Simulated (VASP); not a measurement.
# Al6W (Amm2) in VASP: single point with PBE

Aim: the single point of Al6W with PBE.

All numbers are computed with VASP 6.6.1; they aren't measurements. Logs are shortened: lines on timing, memory, paths and dates and some standing lists are left out, and cuts for length are marked.

**1. The cell of the first run**

Symmetry: Amm2, No. 38, orthorhombic system. Conventional cell: a = 7.540 Å, b = 7.347 Å, c = 5.159 Å, α = 90.00°, β = 90.00°, γ = 90.00°. Within 3.6 Å of Al (site symmetry 1) lie 7 Al at 2.65 to 3.50 Å and 2 W at 2.67 to 2.77 Å. Al (site symmetry m) has 5 Al at 2.51 to 2.79 Å and 1 W at 2.75 Å within 3.3 Å. W (site symmetry mm2) has 10 Al at 2.67 to 2.77 Å within 3.5 Å.

The cell was built from a structure type or drawn by symmetry, and may not be a known phase.

**2. Single point, PBE**

Input file INCAR:

```
SYSTEM = Al6W
PREC = Accurate
ENCUT = 500
EDIFF = 1E-6
ISMEAR = 0
SIGMA = 0.2
LREAL = .False.
LASPH = .True.
NELM = 120
ALGO = Normal
ISIF = 2
LWAVE = .False.
LCHARG = .False.
GGA = PE
NBANDS = 25
GGA_COMPAT = .False.
```

Input file KPOINTS:

```
regular mesh
0
Gamma
  2 4 4
  0 0 0
```

Input file POSCAR:

```
Al6W
1.0
    7.5400568231      0.0000000000      0.0000000000
    0.0000000000      3.6736376247      2.5794933491
    0.0000000000     -3.6736376247      2.5794933491
Al W
6 1
Direct
    0.6760379102      0.6364001415      0.2725607689
    0.3239620898      0.2725607689      0.6364001415
    0.6760379102      0.2725607689      0.6364001415
    0.3239620898      0.6364001415      0.2725607689
    0.1663564451      0.8706863098      0.8706863098
    0.8336435549      0.8706863098      0.8706863098
    0.5000000000      0.0878181395      0.0878181395
```

Potentials or basis: VASP PAW PBE potentials, release 64 (Al, W_sv).

On the command line:

```
cat potpaw_PBE.64/Al/POTCAR potpaw_PBE.64/W_sv/POTCAR > POTCAR
mpirun -np 1 vasp_std > vasp.out
```

OUTCAR:

```text
SYSTEM = Al6W
   PREC = Accurate
   ENCUT = 500
   EDIFF = 1E-6
   ISMEAR = 0
   LREAL = .False.
   LASPH = .True.
   NELM = 120
   ISIF = 2
   GGA = PE

 ion  position               nearest neighbor table
   1  0.676  0.636  0.273-   4 2.65   6 2.66   7 2.67   3 2.67   3 2.77   3 2.77   7 2.77   6 2.79

   2  0.324  0.273  0.636-   3 2.65   5 2.66   7 2.67   4 2.67   4 2.77   4 2.77   7 2.77   5 2.79

   3  0.676  0.273  0.636-   2 2.65   6 2.66   7 2.67   1 2.67   1 2.77   1 2.77   7 2.77   6 2.79

   4  0.324  0.636  0.273-   1 2.65   5 2.66   7 2.67   2 2.67   2 2.77   2 2.77   7 2.77   5 2.79

   5  0.166  0.871  0.871-   6 2.51   4 2.66   2 2.66   7 2.75   4 2.79   2 2.79
   6  0.834  0.871  0.871-   5 2.51   3 2.66   1 2.66   7 2.75   1 2.79   3 2.79
   7  0.500  0.088  0.088-   1 2.67   4 2.67   2 2.67   3 2.67   5 2.75   6 2.75   3 2.77   4 2.77
                             1 2.77   2 2.77

  LATTYP: Found a base centered orthorhombic cell.
 ALAT       =     5.1589866982
 B/A-ratio  =     1.4241702255
 C/A-ratio  =     1.4615383338

  Lattice vectors:

 A1 = (   0.0000000000,   3.6736376247,   2.5794933491)
 A2 = (   0.0000000000,  -3.6736376247,   2.5794933491)
 A3 = (   7.5400568231,   0.0000000000,   0.0000000000)

Analysis of symmetry for initial positions (statically):
=====================================================================
 Subroutine PRICEL returns:
 Original cell was already a primitive cell.

 Routine SETGRP: Setting up the symmetry group for a
 base centered orthorhombic supercell.

 Subroutine GETGRP returns: Found  4 space group operations
 (whereof  4 operations were pure point group operations)
 out of a pool of  8 trial point group operations.

The static configuration has the point symmetry C_2v.

Analysis of symmetry for dynamics (positions and initial velocities):
=====================================================================
 Subroutine PRICEL returns:
 Original cell was already a primitive cell.

 Routine SETGRP: Setting up the symmetry group for a
 base centered orthorhombic supercell.

 Subroutine GETGRP returns: Found  4 space group operations
 (whereof  4 operations were pure point group operations)
 out of a pool of  8 trial point group operations.

The dynamic configuration has the point symmetry C_2v.

 Subroutine INISYM returns: Found  4 space group operations
 (whereof  4 operations are pure point group operations),
 and found     1 'primitive' translations

----------------------------------------------------------------------------------------

                                     Primitive cell

  volume of cell :     142.9010

  direct lattice vectors                    reciprocal lattice vectors
     7.540056823  0.000000000  0.000000000     0.132624995  0.000000000  0.000000000
     0.000000000  3.673637625  2.579493349     0.000000000  0.136104878  0.193836515
     0.000000000 -3.673637625  2.579493349     0.000000000 -0.136104878  0.193836515

  length of vectors
     7.540056823  4.488808231  4.488808231     0.132624995  0.236848331  0.236848331

  position of ions in fractional coordinates (direct lattice)
     0.676037910  0.636400141  0.272560769
     0.323962090  0.272560769  0.636400141
     0.676037910  0.272560769  0.636400141
     0.323962090  0.636400141  0.272560769
     0.166356445  0.870686310  0.870686310
     0.833643555  0.870686310  0.870686310
     0.500000000  0.087818140  0.087818140

  ion indices of the primitive-cell ions
   primitive index   ion index
                 1           1
                 2           2
                 3           3
                 4           4
                 5           5
                 6           6
                 7           7

----------------------------------------------------------------------------------------

 KPOINTS: regular mesh

Automatic generation of k-mesh.
 Grid dimensions read from file:
 generate k-points for:    2    4    4

 Generating k-lattice:

  Cartesian coordinates                     Fractional coordinates (reciprocal lattice)
     0.066312498  0.000000000  0.000000000     0.500000000  0.000000000  0.000000000
     0.000000000  0.034026219  0.048459129     0.000000000  0.250000000 -0.000000000
     0.000000000 -0.034026219  0.048459129     0.000000000 -0.000000000  0.250000000

  Length of vectors
     0.066312498  0.059212083  0.059212083

  Shift w.r.t. Gamma in fractional coordinates (k-lattice)
     0.000000000  0.000000000  0.000000000

 Subroutine IBZKPT returns following result:
 ===========================================

 Found     14 irreducible k-points:

 Following reciprocal coordinates:
            Coordinates               Weight
  0.000000  0.000000  0.000000      1.000000
  0.500000  0.000000  0.000000      1.000000
  0.000000  0.250000 -0.000000      4.000000
  0.500000  0.250000 -0.000000      4.000000
  0.000000  0.500000 -0.000000      2.000000
  0.500000  0.500000 -0.000000      2.000000
  0.000000  0.250000  0.250000      2.000000
  0.500000  0.250000  0.250000      2.000000
  0.000000  0.500000  0.250000      4.000000
  0.500000  0.500000  0.250000      4.000000
  0.000000 -0.250000  0.250000      2.000000
  0.500000 -0.250000  0.250000      2.000000
  0.000000  0.500000  0.500000      1.000000
  0.500000  0.500000  0.500000      1.000000
   k-points           NKPTS =     14   k-points in BZ     NKDIM =     14   number of bands    NBANDS=     25
   number of dos      NEDOS =    301   number of ions     NIONS =      7
   total plane-waves  NPLWV =  72576
   dimension x,y,z NGX =    56 NGY =   36 NGZ =   36
   dimension x,y,z NGXF=   112 NGYF=   72 NGZF=   72
   ions per type =               6   1
   NGX,Y,Z   is equivalent  to a cutoff of  12.35, 13.33, 13.33 a.u.
   NGXF,Y,Z  is equivalent  to a cutoff of  24.69, 26.67, 26.67 a.u.
 SYSTEM =  Al6W
   PREC   = accura    normal or accurate (medium, high low for compatibility)
   ISTART =      0    job   : 0-new  1-cont  2-samecut
   ICHARG =      2    charge: 1-file 2-atom 10-const
   ISPIN  =      1    spin polarized calculation?
   LNONCOLLINEAR =      F non collinear calculations
   LSORBIT =      F    spin-orbit coupling
   LASPH  =      T    aspherical Exc in radial PAW
   ENCUT  =  500.0 eV  36.75 Ry    6.06 a.u.  13.75  8.18  8.18*2*pi/ulx,y,z
   NELM   =    120;   NELMIN=  2; NELMDL= -5     # of ELM steps
   EDIFF  = 0.1E-05   stopping-criterion for ELM
   LREAL  =      F    real-space projection
   EDIFFG = 0.1E-04   stopping-criterion for IOM
   NSW    =      0    number of steps for IOM
   IBRION =     -1    ionic relax: 0-MD 1-quasi-New 2-CG
   NFREE  =      0    steps in history (QN), initial steepest desc. (CG)
   ISIF   =      2    stress and relaxation
   ISYM   =      2    0-nonsym 1-usesym 2-fastsym
   POTIM  = 0.5000    time-step for ionic-motion
   TEBEG  =    0.0;   TEEND  =   0.0 temperature during run
   PSTRESS=    0.0 pullay stress
   NELECT =      32.0000    total number of electrons
   NUPDOWN=      -1.0000    fix difference up-down
   EMIN   =  10.00;   EMAX   =-10.00  energy-range for DOS
   EFERMI =   0.00;   METHOD = LEGACY
   ISMEAR =     0;   SIGMA  =   0.20  broadening in eV -4-tet -1-fermi 0-gaus
   EFERMI_NEDOS =   21; number of points for ismear=-14 and -15
   IALGO  =     38    algorithm
   IMIX   =      4    mixing-type and parameters
     AMIX     =   0.40;   BMIX     =  1.00
     AMIX_MAG =   1.60;   BMIX_MAG =  1.00
  volume/ion in A,a.u.               =      20.41       137.76
  Fermi-wavevector in a.u.,A,eV,Ry     =   0.994137  1.878647 13.446760  0.988309
  Thomas-Fermi vector in A             =   2.126068
   LORBIT       =      0    0 simple, 1 ext, 2 COOP (PROOUT), +10 PAW based schemes
   GGA     = PE    functional components
   LHFCALC =     F    Hartree Fock is set to
   AEXX    =    0.0000 exact exchange contribution
   IVDW    =     0    specifies the selected vdW correction
   LEPSILON=     F    determine dielectric tensor
   LRPA    =     F    only Hartree local field effects (RPA)
 non-spin polarized calculation
 Gauss-broadening in eV      SIGMA  =   0.20
  energy-cutoff  :      500.00
  volume of cell :      142.90
 maximum number of plane-waves:      3668
 NGX is ok and might be reduce to    56
   NGX = 27   NGY = 17   NGZ = 17

 number of electron      32.0000000 magnetization

 Free energy of the ion-electron system (eV)
  ---------------------------------------------------
  ext. energy  EPLUGINS =         0.00000000
  ---------------------------------------------------
  free energy    TOTEN  =       -33.34360927 eV

  energy without entropy =      -33.24586346  energy(sigma->0) =      -33.29473637

 E-fermi :   5.6532     XC(G=0):  -9.5176

 val. band max:        5.6286836788   @ k =   0.0000   0.2500  -0.0000
 cond. band min:       5.6586735934   @ k =   0.5000   0.2500  -0.0000
 fundamental gap:      0.0299899145
 Fermi energy:         5.6532259021

 k-point     1 :       0.0000    0.0000    0.0000
  band No.  band energies     occupation
      1     -67.6296      2.00000
      2     -31.9608      2.00000
      3     -31.8766      2.00000
      4     -31.8227      2.00000
      5      -4.0639      2.00000
      6      -1.7853      2.00000
[... 17 lines left out ...]
     24       9.0343      0.00000
     25       9.7251      0.00000

 k-point     2 :       0.5000    0.0000    0.0000
  band No.  band energies     occupation
      1     -67.6297      2.00000
      2     -31.9608      2.00000
      3     -31.8766      2.00000
      4     -31.8227      2.00000
      5      -3.9028      2.00000
      6      -2.4385      2.00000
[... 17 lines left out ...]
     24       9.6988      0.00000
     25       9.8985      0.00000

 k-point     3 :       0.0000    0.2500   -0.0000
  band No.  band energies     occupation
      1     -67.6296      2.00000
      2     -31.9606      2.00000
      3     -31.8775      2.00000
      4     -31.8241      2.00000
      5      -3.5154      2.00000
      6      -1.3735      2.00000
[... 17 lines left out ...]
     24       9.6269      0.00000
     25      10.0406      0.00000

 k-point     4 :       0.5000    0.2500   -0.0000
  band No.  band energies     occupation
      1     -67.6296      2.00000
      2     -31.9606      2.00000
      3     -31.8775      2.00000
      4     -31.8241      2.00000
      5      -3.3465      2.00000
      6      -2.0130      2.00000
[... 17 lines left out ...]
     24      10.0309      0.00000
     25      10.4387      0.00000

 k-point     5 :       0.0000    0.5000   -0.0000
  band No.  band energies     occupation
      1     -67.6296      2.00000
      2     -31.9603      2.00000
      3     -31.8784      2.00000
      4     -31.8255      2.00000
      5      -2.0283      2.00000
      6      -1.8929      2.00000
[... 17 lines left out ...]
     24      10.1910      0.00000
     25      10.3256      0.00000

 k-point     6 :       0.5000    0.5000   -0.0000
  band No.  band energies     occupation
      1     -67.6296      2.00000
      2     -31.9603      2.00000
      3     -31.8784      2.00000
      4     -31.8255      2.00000
      5      -1.8609      2.00000
      6      -1.6726      2.00000
[... 17 lines left out ...]
     24       9.7904      0.00000
     25      10.7189      0.00000
[... 113 lines left out ...]
 k-point    11 :       0.0000   -0.2500    0.2500
  band No.  band energies     occupation
      1     -67.6296      2.00000
      2     -31.9604      2.00000
      3     -31.8778      2.00000
      4     -31.8256      2.00000
      5      -3.3253      2.00000
      6      -1.2327      2.00000
[... 17 lines left out ...]
     24       9.6570      0.00000
     25      10.4424      0.00000

 k-point    12 :       0.5000   -0.2500    0.2500
  band No.  band energies     occupation
      1     -67.6296      2.00000
      2     -31.9604      2.00000
      3     -31.8778      2.00000
      4     -31.8256      2.00000
      5      -3.1534      2.00000
      6      -1.8559      2.00000
[... 17 lines left out ...]
     24       9.9301      0.00000
     25      10.0353      0.00000

 k-point    13 :       0.0000    0.5000    0.5000
  band No.  band energies     occupation
      1     -67.6296      2.00000
      2     -31.9599      2.00000
      3     -31.8790      2.00000
      4     -31.8285      2.00000
      5      -1.2780      2.00000
      6      -1.2646      2.00000
[... 17 lines left out ...]
     24      10.6950      0.00000
     25      11.4555      0.00000

 k-point    14 :       0.5000    0.5000    0.5000
  band No.  band energies     occupation
      1     -67.6296      2.00000
      2     -31.9599      2.00000
      3     -31.8790      2.00000
      4     -31.8285      2.00000
      5      -1.1689      2.00000
      6      -0.9836      2.00000
[... 17 lines left out ...]
     24      10.0757      0.00000
     25      11.1439      0.00000

------------------------ aborting loop because EDIFF is reached ----------------------------------------

  FORCE on cell =-STRESS in cart. coord.  units (eV):
  Direction    XX          YY          ZZ          XY          YZ          ZX
  --------------------------------------------------------------------------------------
  -------------------------------------------------------------------------------------
  Total        0.0330473     -0.0195636      0.0033117      0.0000000      0.0000000      0.0000000
  in kB        0.3705201     -0.2193435      0.0371306      0.0000000      0.0000000      0.0000000
  external PRESSURE =       0.0627691 kB  Pullay stress =       0.0000000 kB

 VOLUME and BASIS-vectors are now :
 -----------------------------------------------------------------------------
  energy-cutoff  :      500.00
  volume of cell :      142.90
      direct lattice vectors                 reciprocal lattice vectors
     7.540056823  0.000000000  0.000000000     0.132624995  0.000000000  0.000000000
     0.000000000  3.673637625  2.579493349     0.000000000  0.136104878  0.193836515
     0.000000000 -3.673637625  2.579493349     0.000000000 -0.136104878  0.193836515

 POSITION                                       TOTAL-FORCE (eV/Angst)
 -----------------------------------------------------------------------------------
      5.09736      1.33661      2.34466        -0.000713     -0.003120     -0.003494
      2.44269     -1.33661      2.34466         0.000713      0.003120     -0.003494
      5.09736     -1.33661      2.34466        -0.000713      0.003120     -0.003494
      2.44269      1.33661      2.34466         0.000713     -0.003120     -0.003494
      1.25434      0.00000      4.49186         0.004486     -0.000000      0.012577
      6.28572      0.00000      4.49186        -0.004486     -0.000000      0.012577
      3.77003      0.00000      0.45305         0.000000     -0.000000     -0.011177
 -----------------------------------------------------------------------------------
    total drift:                                0.000000     -0.000000      0.000336

  FREE ENERGIE OF THE ION-ELECTRON SYSTEM (eV)
  ---------------------------------------------------
  free  energy   TOTEN  =       -33.3436092727 eV

  energy  without entropy=      -33.2458634625  energy(sigma->0) =      -33.29473637
```

Wall time 24 s (1 thread of Intel Xeon 6975P-C (Granite Rapids), shared host); peak memory 0.26 GiB.

What came out:

* Free energy: -33.3436 eV
* Pressure: 0.0 GPa
* Largest force: 0.013 eV/Å
* Band gap on the k mesh: zero (bands 16 and 17 overlap by 0.63 eV)

Forces on the atoms (eV/Å):
```
Al  -0.001 -0.003 -0.003
Al   0.001  0.003 -0.003
Al  -0.001  0.003 -0.003
Al   0.001 -0.003 -0.003
Al   0.004  0.000  0.013
Al  -0.004  0.000  0.013
W    0.000  0.000 -0.011
```

Caveat: the k points lie up to 0.42 Å⁻¹ apart, too coarse for converged energies and pressures of a metal; spin-orbit coupling is left out, which moves the levels of the heavy elements.
